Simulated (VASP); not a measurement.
Here is a VASP 6.6.1 calculation.

INCAR

```
PREC = Accurate
ENCUT = 500
EDIFF = 1E-6
ISMEAR = -1
SIGMA = 0.1
LREAL = False
LASPH = True
NELM = 120
ALGO = Normal
ISIF = 2
LWAVE = False
LCHARG = True
GGA = PE
LELF = True
LVHAR = True
NBANDS = 15
GGA_COMPAT = False
```

The input KPOINTS:

```
Automatic mesh
0
Gamma
  2 2 2
```

File POSCAR:

```
CaS
1.0
    0.0000000000      2.8523742917      2.8523742917
    2.8523742917      0.0000000000      2.8523742917
    2.8523742917      2.8523742917      0.0000000000
Ca S
1 1
Direct
    0.0000000000      0.0000000000      0.0000000000
    0.5000000000      0.5000000000      0.5000000000
```

Potentials or basis: VASP PAW PBE potentials, release 64 (Ca_sv, S).

Command:

```bash
$ cat potpaw_PBE.64/Ca_sv/POTCAR potpaw_PBE.64/S/POTCAR > POTCAR
$ mpirun -np 1 vasp_std > vasp.out
```

Q: Estimate the band gap on the k mesh.

A: 2.17 eV (least direct gap 3.00 eV).

Q: Predict the pressure.

A: 3.4 GPa.

Caveat: the k points lie up to 0.95 Å⁻¹ apart. A k mesh can miss the band edges.
